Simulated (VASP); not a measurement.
**CdSe: single point with PBE**

The system is CdSe.

```xyz
2
Lattice="0.0000 3.1511 3.1511 3.1511 0.0000 3.1511 3.1511 3.1511 0.0000" Properties=species:S:1:pos:R:3 pbc="T T T"
Cd    0.0000    0.0000    0.0000
Se    4.7266    4.7266    4.7266
```

- Program: VASP 6.6.1
- Task: single point
- Functional: PBE
- Potentials or basis: VASP PAW PBE potentials, release 64 (Cd, Se)
- Cutoff: 520 eV
- k mesh: 6 × 6 × 6
- Occupations: fermi-dirac, width 0.1 eV
- Spin: no spin polarisation

The pressure is -1.8 GPa and the band gap on the k mesh is 0.39 eV, direct.

Levels at points of the mesh, in eV from the valence-band top:
```csv
k point,band 6,band 7,band 8,band 9,band 10,band 11,band 12,band 13
"(0.00, 0.00, 0.00)",-7.37,0.00,0.00,0.00,0.39,5.91,5.91,5.91
"(0.50, 0.00, 0.00)",-7.14,-3.81,-0.61,-0.61,2.24,6.40,6.40,7.08
"(0.50, 0.50, 0.00)",-7.09,-3.62,-1.52,-1.52,3.32,3.61,8.64,9.59
```

It took 7 s on 1 thread of Intel(R) Xeon(R) 6975P-C (Granite Rapids), with other jobs on the host, peak memory 0.21 GiB.
